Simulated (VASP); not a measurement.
# GaSb (Immm) in VASP: notebook

Runs on GaSb. Level: PBE. Tasks: single point.

Everything below comes from runs of VASP 6.6.1. Logs are shortened: lines on timing, memory, paths and dates and some standing lists are left out, and cuts for length are marked.

## Step 1: The cell of the first run

The structure is orthorhombic, space group Immm (No. 71). Conventional cell: a = 2.985 Å, b = 5.088 Å, c = 5.653 Å, α = 90.00°, β = 90.00°, γ = 90.00°. Within 3.7 Å of Ga (site symmetry mmm) lie 6 Sb at 2.83 to 2.95 Å and 2 Ga at 2.98 Å. Sb (site symmetry mmm) has 6 Ga at 2.83 to 2.95 Å and 2 Sb at 2.98 Å within 3.7 Å.

## Step 2: Single point, PBE (21.46 Å³/atom)

Input file INCAR:

```
ALGO = Normal
EDIFF = 1E-6
ENCUT = 520
GGA = PE
ISIF = 2
ISMEAR = 0
LASPH = T
LCHARG = F
LREAL = F
LWAVE = F
NBANDS = 16
NELM = 60
PREC = Accurate
SIGMA = 0.15
```

Input file KPOINTS:

```
k-points
0
Gamma
  18 18 18
```

Input file POSCAR:

```
GaSb
1.0
   -1.4924609655      2.5438967101      2.8264267845
    1.4924609655     -2.5438967101      2.8264267845
    1.4924609655      2.5438967101     -2.8264267845
Ga Sb
1 1
Direct
    0.0000000000      0.0000000000      0.0000000000
    0.5000000000      0.5000000000      0.0000000000
```

Potentials or basis: VASP PAW PBE potentials, release 64 (Ga_d, Sb).

On the command line:

```console
$ cat potpaw_PBE.64/Ga_d/POTCAR potpaw_PBE.64/Sb/POTCAR > POTCAR
$ mpirun -np 1 vasp_std > vasp.out
```

OUTCAR:

```text
EDIFF = 1E-6
   ENCUT = 520
   GGA = PE
   ISIF = 2
   ISMEAR = 0
   LASPH = T
   LREAL = F
   NELM = 60
   PREC = Accurate

 ion  position               nearest neighbor table
   1  0.000  0.000  0.000-   2 2.83   2 2.83   2 2.95   2 2.95   2 2.95   2 2.95
   2  0.500  0.500  0.000-   1 2.83   1 2.83   1 2.95   1 2.95   1 2.95   1 2.95

  LATTYP: Found a body centered orthorhombic cell.
 ALAT       =     2.9849219310
 B/A-ratio  =     1.7044979861
 C/A-ratio  =     1.8938028195

  Lattice vectors:

 A1 = (  -1.4924609655,   2.5438967101,   2.8264267845)
 A2 = (   1.4924609655,  -2.5438967101,   2.8264267845)
 A3 = (   1.4924609655,   2.5438967101,  -2.8264267845)

Analysis of symmetry for initial positions (statically):
=====================================================================
 Subroutine PRICEL returns:
 Original cell was already a primitive cell.

 Routine SETGRP: Setting up the symmetry group for a
 body centered orthorhombic supercell.

 Subroutine GETGRP returns: Found  8 space group operations
 (whereof  8 operations were pure point group operations)
 out of a pool of  8 trial point group operations.

The static configuration has the point symmetry D_2h.

Analysis of symmetry for dynamics (positions and initial velocities):
=====================================================================
 Subroutine PRICEL returns:
 Original cell was already a primitive cell.

 Routine SETGRP: Setting up the symmetry group for a
 body centered orthorhombic supercell.

 Subroutine GETGRP returns: Found  8 space group operations
 (whereof  8 operations were pure point group operations)
 out of a pool of  8 trial point group operations.

The dynamic configuration has the point symmetry D_2h.

 Subroutine INISYM returns: Found  8 space group operations
 (whereof  8 operations are pure point group operations),
 and found     1 'primitive' translations

----------------------------------------------------------------------------------------

                                     Primitive cell

  volume of cell :      42.9240

  direct lattice vectors                    reciprocal lattice vectors
    -1.492460966  2.543896710  2.826426785     0.000000000  0.196548861  0.176901805
     1.492460966 -2.543896710  2.826426785     0.335017137  0.000000000  0.176901805
     1.492460966  2.543896710 -2.826426785     0.335017137  0.196548861  0.000000000

[... 75 lines left out ...]
   ISTART =      0    job   : 0-new  1-cont  2-samecut
   ICHARG =      2    charge: 1-file 2-atom 10-const
   ISPIN  =      1    spin polarized calculation?
   LNONCOLLINEAR =      F non collinear calculations
   LSORBIT =      F    spin-orbit coupling
   LASPH  =      T    aspherical Exc in radial PAW
   ENCUT  =  520.0 eV  38.22 Ry    6.18 a.u.   7.60  7.60  7.60*2*pi/ulx,y,z
   NELM   =     60;   NELMIN=  2; NELMDL= -5     # of ELM steps
   EDIFF  = 0.1E-05   stopping-criterion for ELM
   LREAL  =      F    real-space projection
   EDIFFG = 0.1E-04   stopping-criterion for IOM
   NSW    =      0    number of steps for IOM
   IBRION =     -1    ionic relax: 0-MD 1-quasi-New 2-CG
   NFREE  =      0    steps in history (QN), initial steepest desc. (CG)
   ISIF   =      2    stress and relaxation
   ISYM   =      2    0-nonsym 1-usesym 2-fastsym
   POTIM  = 0.5000    time-step for ionic-motion
   TEBEG  =    0.0;   TEEND  =   0.0 temperature during run
   PSTRESS=    0.0 pullay stress
   NELECT =      18.0000    total number of electrons
   NUPDOWN=      -1.0000    fix difference up-down
   EMIN   =  10.00;   EMAX   =-10.00  energy-range for DOS
   EFERMI =   0.00;   METHOD = LEGACY
   ISMEAR =     0;   SIGMA  =   0.15  broadening in eV -4-tet -1-fermi 0-gaus
   EFERMI_NEDOS =   21; number of points for ismear=-14 and -15
   IALGO  =     38    algorithm
   IMIX   =      4    mixing-type and parameters
     AMIX     =   0.40;   BMIX     =  1.00
     AMIX_MAG =   1.60;   BMIX_MAG =  1.00
  volume/ion in A,a.u.               =      21.46       144.83
  Fermi-wavevector in a.u.,A,eV,Ry     =   1.225365  2.315605 20.429424  1.501520
  Thomas-Fermi vector in A             =   2.360406
   LORBIT       =      0    0 simple, 1 ext, 2 COOP (PROOUT), +10 PAW based schemes
   GGA     = PE    functional components
   LHFCALC =     F    Hartree Fock is set to
   AEXX    =    0.0000 exact exchange contribution
   IVDW    =     0    specifies the selected vdW correction
   LEPSILON=     F    determine dielectric tensor
   LRPA    =     F    only Hartree local field effects (RPA)
 non-spin polarized calculation
 Gauss-broadening in eV      SIGMA  =   0.15
  energy-cutoff  :      520.00
  volume of cell :       42.92
 maximum number of plane-waves:      1179
   NGX = 15   NGY = 15   NGZ = 15

 number of electron      18.0000009 magnetization

 Free energy of the ion-electron system (eV)
  ---------------------------------------------------
  ext. energy  EPLUGINS =         0.00000000
  ---------------------------------------------------
  free energy    TOTEN  =        -6.85510353 eV

  energy without entropy =       -6.84690715  energy(sigma->0) =       -6.85100534

 E-fermi :   7.9940     XC(G=0): -10.7861

 val. band max:        7.9910918965   @ k =  -0.1667  -0.4444   0.0556
 cond. band min:       7.9950507880   @ k =  -0.1111  -0.1111   0.0556
 fundamental gap:      0.0039588916
 Fermi energy:         7.9940042618

 k-point     1 :       0.0000    0.0000    0.0000
  band No.  band energies     occupation
      1      -7.1376      2.00000
      2      -7.0209      2.00000
      3      -7.0204      2.00000
      4      -6.9834      2.00000
      5      -6.9407      2.00000
      6      -4.9386      2.00000
[... 433 lines left out ...]
      3      -7.0120      2.00000
      4      -6.9877      2.00000
      5      -6.9419      2.00000
      6      -4.2808      2.00000
[... 8 lines left out ...]
     15      18.3906      0.00000
     16      19.2057      0.00000

 [... further k-points ...]
[... 5 lines left out ...]
  --------------------------------------------------------------------------------------
  -------------------------------------------------------------------------------------
  Total        2.9203646      2.2624910      1.2758227      0.0000000      0.0000000      0.0000000
  in kB      109.0052638     84.4495334     47.6212426      0.0000000      0.0000000      0.0000000
  external PRESSURE =      80.3586799 kB  Pullay stress =       0.0000000 kB

 VOLUME and BASIS-vectors are now :
 -----------------------------------------------------------------------------
  energy-cutoff  :      520.00
  volume of cell :       42.92
      direct lattice vectors                 reciprocal lattice vectors
    -1.492460966  2.543896710  2.826426785     0.000000000  0.196548861  0.176901805
     1.492460966 -2.543896710  2.826426785     0.335017137  0.000000000  0.176901805
     1.492460966  2.543896710 -2.826426785     0.335017137  0.196548861  0.000000000

 POSITION                                       TOTAL-FORCE (eV/Angst)
 -----------------------------------------------------------------------------------
      0.00000      0.00000      0.00000        -0.000000     -0.000000      0.000000
      0.00000      0.00000      2.82643         0.000000      0.000000     -0.000000
 -----------------------------------------------------------------------------------
    total drift:                                0.000000      0.000000      0.000000

  FREE ENERGIE OF THE ION-ELECTRON SYSTEM (eV)
  ---------------------------------------------------
  free  energy   TOTEN  =        -6.8551035256 eV

  energy  without entropy=       -6.8469071529  energy(sigma->0) =       -6.85100534
```

OSZICAR:

```text
N       E                     dE             d eps       ncg     rms          rms(c)
DAV:   1     0.795396691634E+02    0.79540E+02   -0.86493E+03 28608   0.153E+03
DAV:   2    -0.121901439729E+01   -0.80759E+02   -0.77819E+02 32520   0.306E+02
DAV:   3    -0.678618475721E+01   -0.55672E+01   -0.55407E+01 33392   0.615E+01
DAV:   4    -0.687251013013E+01   -0.86325E-01   -0.86314E-01 34112   0.843E+00
DAV:   5    -0.687443528935E+01   -0.19252E-02   -0.19251E-02 35536   0.114E+00    0.282E+00
DAV:   6    -0.685802422403E+01    0.16411E-01   -0.35765E-02 36344   0.341E+00    0.161E+00
DAV:   7    -0.685520411487E+01    0.28201E-02   -0.10284E-02 41088   0.127E+00    0.260E-01
DAV:   8    -0.685509538403E+01    0.10873E-03   -0.12639E-03 36144   0.517E-01    0.413E-02
DAV:   9    -0.685510218888E+01   -0.68048E-05   -0.78487E-05 33344   0.687E-02    0.140E-02
DAV:  10    -0.685510393120E+01   -0.17423E-05   -0.49493E-06 36648   0.174E-02    0.262E-03
DAV:  11    -0.685510352559E+01    0.40561E-06   -0.64256E-07 23248   0.857E-03
   1 F= -.68551035E+01 E0= -.68510053E+01  d E =-.819637E-02
```

stdout:

```text
POSCAR found type information on POSCAR GaSb
 POSCAR found :  2 types and       2 ions
 scaLAPACK will be used
 LDA part: xc-table for (Slater+PW92), standard interpolation
 POSCAR, INCAR and KPOINTS ok, starting setup
 FFT: planning ... GRIDC
 FFT: planning ... GRID_SOFT
 FFT: planning ... GRID
 WAVECAR not read
 entering main loop
```

Wall time 4.3 min (1 thread of Intel Xeon 6975P-C (Granite Rapids), shared host); peak memory 0.68 GiB.

What came out:

| Property | Result |
| --- | --- |
| Free energy | -6.8551 eV |
| Pressure | 8.0 GPa |
| Band gap on the k mesh | zero (bands 9 and 10 overlap by 5.84 eV) |

Caveat: the stress differs along the axes, from 5 to 11 GPa; spin-orbit coupling is left out, which moves the levels of the heavy elements.

## Step 3: Single point, PBE (25.31 Å³/atom)

This run uses another cell than the first one, of 25.31 Å³/atom.

Input file INCAR:

```
SYSTEM = GaSb
PREC = Accurate ; ENCUT = 520
EDIFF = 1E-7 ; ISMEAR = 0
SIGMA = 0.15 ; LREAL = .False.
LASPH = .True. ; NELM = 100
ALGO = Normal ; ISIF = 2
LWAVE = .False. ; LCHARG = .True.
GGA = PE ; LELF = .True.
LVHAR = .True. ; NBANDS = 16
```

Input file KPOINTS:

```
Automatic mesh
0
Gamma
  18 18 18
  0 0 0
```

Input file POSCAR:

```
GaSb
1.0
   -1.5767182178      2.6875130270      2.9859934065
    1.5767182178     -2.6875130270      2.9859934065
    1.5767182178      2.6875130270     -2.9859934065
Ga Sb
1 1
Direct
    0.0000000000      0.0000000000      0.0000000000
    0.5000000000      0.5000000000      0.0000000000
```

Potentials or basis: VASP PAW PBE potentials, release 64 (Ga_d, Sb).

On the command line:

```console
$ cat potpaw_PBE.64/Ga_d/POTCAR potpaw_PBE.64/Sb/POTCAR > POTCAR
$ mpirun -np 1 vasp_std > vasp.out
```

OUTCAR:

```text
SYSTEM = GaSb
   PREC = Accurate
   ENCUT = 520
   EDIFF = 1E-7
   ISMEAR = 0
   LREAL = .False.
   LASPH = .True.
   NELM = 100
   ISIF = 2
   GGA = PE

 ion  position               nearest neighbor table
   1  0.000  0.000  0.000-   2 2.99   2 2.99   2 3.12   2 3.12   2 3.12   2 3.12
   2  0.500  0.500  0.000-   1 2.99   1 2.99   1 3.12   1 3.12   1 3.12   1 3.12

  LATTYP: Found a body centered orthorhombic cell.
 ALAT       =     3.1534364356
 B/A-ratio  =     1.7044979862
 C/A-ratio  =     1.8938028195

  Lattice vectors:

 A1 = (  -1.5767182178,   2.6875130270,   2.9859934065)
[... 628 lines left out ...]
      6      -5.0423      2.00000
[... 8 lines left out ...]
     15      15.6749      0.00000
     16      16.6998      0.00000

 [... further k-points ...]
[... 5 lines left out ...]
  --------------------------------------------------------------------------------------
  -------------------------------------------------------------------------------------
  Total       -0.2482898     -0.6379378     -1.2585295      0.0000000      0.0000000      0.0000000
  in kB       -7.8598807    -20.1946071    -39.8401061      0.0000000      0.0000000      0.0000000
  external PRESSURE =     -22.6315313 kB  Pullay stress =       0.0000000 kB

 VOLUME and BASIS-vectors are now :
 -----------------------------------------------------------------------------
  energy-cutoff  :      520.00
  volume of cell :       50.61
      direct lattice vectors                 reciprocal lattice vectors
    -1.576718218  2.687513027  2.985993407     0.000000000  0.186045610  0.167448461
     1.576718218 -2.687513027  2.985993407     0.317114367  0.000000000  0.167448461
     1.576718218  2.687513027 -2.985993407     0.317114367  0.186045610  0.000000000

 POSITION                                       TOTAL-FORCE (eV/Angst)
 -----------------------------------------------------------------------------------
      0.00000      0.00000      0.00000        -0.000000      0.000000      0.000000
      0.00000      0.00000      2.98599         0.000000     -0.000000     -0.000000
 -----------------------------------------------------------------------------------
    total drift:                                0.000000      0.000000      0.000000

  FREE ENERGIE OF THE ION-ELECTRON SYSTEM (eV)
  ---------------------------------------------------
  free  energy   TOTEN  =        -6.9560487401 eV

  energy  without entropy=       -6.9462889369  energy(sigma->0) =       -6.95116884
```

Run time: 5.5 min. Hardware: 1 thread of AMD EPYC 9R45 (Zen 5), shared host; peak memory 0.75 GiB.

Results:

```yaml
Free_energy: -6.9560 eV
Pressure: -2.3 GPa
Band_gap_on_the_k_mesh: zero (bands 9 and 10 overlap by 4.57 eV)
```

Levels at points of the mesh, in eV from the Fermi level:
```csv
k point,band 6,band 7,band 8,band 9,band 10,band 11,band 12,band 13
"(0.00, 0.00, 0.00)",-11.60,-3.37,-2.16,-1.44,3.48,5.05,5.48,7.58
"(0.50, 0.00, 0.00)",-10.32,-7.74,-0.31,1.32,1.99,2.67,4.62,6.88
"(0.00, 0.50, 0.00)",-7.95,-5.81,-1.84,-0.31,-0.21,1.20,2.45,3.42
"(0.50, 0.50, 0.00)",-7.89,-4.76,-3.19,-2.08,-1.50,3.38,3.98,6.30
"(0.50, 0.50, 0.50)",-9.47,-5.75,-4.79,-4.49,3.23,7.04,8.81,9.83
```

Caveat: spin-orbit coupling is left out, which moves the levels of the heavy elements.

## Step 4: Single point, PBE (25.31 Å³/atom)

This run uses another cell than the first one, of 25.31 Å³/atom.

Input file INCAR:

```
PREC = Accurate ; ENCUT = 520
EDIFF = 1E-7 ; ISMEAR = 0
SIGMA = 0.15 ; LREAL = False
LASPH = True ; NELM = 100
ALGO = Normal ; ISIF = 2
LWAVE = False ; LCHARG = False
GGA = PE ; NBANDS = 16
```

Input file KPOINTS:

```
regular mesh
0
Gamma
  18 18 18
```

Input file POSCAR:

```
GaSb
1.0
   -1.6338613298      2.6400978524      2.9333122112
    1.6338613298     -2.6400978524      2.9333122112
    1.6338613298      2.6400978524     -2.9333122112
Ga Sb
1 1
Direct
    0.0000000000      0.0000000000      0.0000000000
    0.5000000000      0.5000000000      0.0000000000
```

On the command line:

```console
$ cat potpaw_PBE.64/Ga_d/POTCAR potpaw_PBE.64/Sb/POTCAR > POTCAR
$ mpirun -np 1 vasp_std > vasp.out
```

It took 5.4 min on 1 thread of AMD EPYC 9R45 (Zen 5), shared host; peak memory 0.75 GiB.

It converged, with:

```
Free energy            : -6.9689 eV
Pressure               : -2.4 GPa
Band gap on the k mesh : zero (bands 9 and 10 overlap by 4.86 eV)
```

Stress tensor (GPa, compression positive):
```
-2.29  0.00  0.00
 0.00 -2.37  0.00
 0.00  0.00 -2.55
```

Levels at points of the mesh, in eV from the Fermi level:
| k point | band 6 | band 7 | band 8 | band 9 | band 10 | band 11 | band 12 | band 13 |
| --- | --- | --- | --- | --- | --- | --- | --- | --- |
| (0.00, 0.00, 0.00) | -11.55 | -2.89 | -1.86 | -1.31 | 3.68 | 4.33 | 6.04 | 7.21 |
| (0.50, 0.00, 0.00) | -10.15 | -7.67 | -0.01 | 1.62 | 2.38 | 2.99 | 3.84 | 6.05 |
| (0.00, 0.50, 0.00) | -8.19 | -5.98 | -1.65 | -0.31 | -0.15 | 1.13 | 2.52 | 3.42 |
| (0.50, 0.50, 0.00) | -8.15 | -4.72 | -3.29 | -1.96 | -1.75 | 3.34 | 4.19 | 6.70 |
| (0.50, 0.50, 0.50) | -9.19 | -5.56 | -4.78 | -4.37 | 2.32 | 6.20 | 9.29 | 9.55 |

Caveat: spin-orbit coupling is left out, which moves the levels of the heavy elements.

## Step 5: Summary

```csv
cell,gap on the mesh (eV),pressure (GPa)
"a = 4.085 Å, angles 137.1, 103.0, 92.4°, 2 atoms",none,8.0
"a = 4.316 Å, angles 137.1, 103.0, 92.4°, 2 atoms",none,-2.3
"a = 4.271 Å, angles 135.0, 103.6, 93.3°, 2 atoms",none,-2.4
```

Alike in all rows: task single point; level PBE; potentials or basis VASP PAW PBE potentials, release 64 (Ga_d, Sb); no spin polarisation; k mesh 18 × 18 × 18; cutoff (eV) 520; smearing gaussian 0.15 eV.

Caveats: spin-orbit coupling is left out, which moves the levels of the heavy elements; the stress differs along the axes, from 5 to 11 GPa (at least some runs).

Absolute energies hang on the potentials; compare differences alone.
